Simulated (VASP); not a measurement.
Wanted: the native input for a VASP 6.6.1 run.

- Task: single point
- Functional: PBE
- Dispersion: D3(BJ)
- Potentials or basis: VASP PAW PBE potentials, release 64 (Hg)
- Cutoff: 520 eV
- k mesh: 18 × 18 × 18
- Occupations: gaussian, width 0.15 eV
- Spin: no spin polarisation
- Dipole correction: no
- Further INCAR settings: ALGO = Fast; EDIFF = 1e-07; NBANDS = 12

The structure of Hg lies in POSCAR:

```
Hg
1.0
    0.0448483384      2.3919113801      2.3919113801
    2.4367597185      0.0000000000      2.4367597185
    2.3919113801      2.3919113801      0.0448483384
Hg
1
Direct
    0.0000000000      0.0000000000      0.0000000000
```

This cell differs from its parent crystal: strain +0.0375 x Voigt [0, 0, 0, 0, 1, 0].

One way to write it, as run:

INCAR

```
SYSTEM = Hg
PREC = Accurate ; ENCUT = 520
EDIFF = 1E-7 ; ISMEAR = 0
SIGMA = 0.15 ; LREAL = .FALSE.
LASPH = .TRUE. ; NELM = 60
ALGO = Fast ; ISIF = 2
LWAVE = .FALSE. ; LCHARG = .FALSE.
GGA = PE ; IVDW = 12
NBANDS = 12
```

KPOINTS

```
regular mesh
0
G
  18 18 18
  0 0 0
```

Potentials or basis: VASP PAW PBE potentials, release 64 (Hg).

The run is started by

```console
$ cat potpaw_PBE.64/Hg/POTCAR > POTCAR
$ mpirun -np 1 vasp_std > vasp.out
```

Results of the run:

The pressure is -1.1 GPa, the band gap on the k mesh is zero (bands 6 and 7 overlap by 0.97 eV) and the dispersion energy per atom is -0.383 eV.

Caveat: the cell differs from its parent crystal (strain +0.0375 x Voigt [0, 0, 0, 0, 1, 0]); spin-orbit coupling is left out, which moves the levels of the heavy elements.

It took 7.4 min on 1 thread of Oxide Virtual Turin-like Processor, with other jobs on the host, peak memory 0.36 GiB.
